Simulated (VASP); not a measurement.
A run of VASP 6.6.1:

The input INCAR:

```
SYSTEM = SiNi3
ALGO = Fast
EDIFF = 1E-6
ENCUT = 520
GGA = PS
ISIF = 2
ISMEAR = 0
LASPH = .True.
LCHARG = .False.
LREAL = .False.
LWAVE = .False.
NBANDS = 25
NELM = 60
PREC = Accurate
SIGMA = 0.15
```

Contents of KPOINTS:

```
k-points
0
Gamma
  14 14 14
  0 0 0
```

POSCAR

```
SiNi3
1.0
    3.4612457436      0.0000000000      0.0000000000
    0.0000000000      3.4612457436      0.0000000000
    0.0000000000      0.0000000000      3.4612457436
Si Ni
1 3
Direct
    0.0000000000      0.0000000000      0.0115565328
    0.0000000000      0.5000000000      0.5000000000
    0.5000000000      0.0000000000      0.5000000000
    0.5000000000      0.5000000000      0.0000000000
```

Potentials or basis: VASP PAW PBE potentials, release 64 (Si, Ni).

Command:

```console
$ cat potpaw_PBE.64/Si/POTCAR potpaw_PBE.64/Ni/POTCAR > POTCAR
$ mpirun -np 1 vasp_std > vasp.out
```

Hardware: 1 thread of Intel Xeon 6975P-C, with other jobs on the host.

Question: Estimate the wall time of this run.

Answer: Wall time 2.8 min on 1 thread of Intel Xeon 6975P-C, with other jobs on the host, peak memory 0.35 GiB. Counts: scf iterations 16, k points 288.
